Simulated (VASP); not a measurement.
Here is a VASP 6.6.1 calculation.

The input INCAR:

```
SYSTEM = BiTe
PREC = Accurate
ENCUT = 520
EDIFF = 1E-6
ISMEAR = 0
SIGMA = 0.1
LREAL = .FALSE.
LASPH = .TRUE.
NELM = 80
ALGO = Normal
ISIF = 2
LWAVE = .FALSE.
LCHARG = .FALSE.
GGA = PE
NBANDS = 29
```

File KPOINTS:

```
Automatic mesh
0
G
  12 12 8
  0 0 0
```

The input POSCAR:

```
BiTe
1.0
    3.2511941624      3.2511941624      0.0000000000
   -3.2511941624      3.2511941624      0.0000000000
    0.0000000000      0.0000000000      6.5023883247
Bi Te
2 2
Direct
    0.0000000000      0.0000000000      0.0000000000
    0.5000000000      0.5000000000      0.5000000000
    0.5000000000      0.5000000000      0.0000000000
    0.0000000000      0.0000000000      0.5000000000
```

Potentials or basis: VASP PAW PBE potentials, release 64 (Bi_d, Te).

Launch:

```sh
$ cat potpaw_PBE.64/Bi_d/POTCAR potpaw_PBE.64/Te/POTCAR > POTCAR
$ mpirun -np 1 vasp_std > vasp.out
```

Question: What does it give for the band gap on the k mesh?

Answer: Zero (band 21 reaches 9.02 eV, above the bottom of band 22 at 5.66 eV).

Question: Predict the pressure.

Answer: -0.1 GPa.

Caveat: spin-orbit coupling is left out, which moves the levels of the heavy elements.
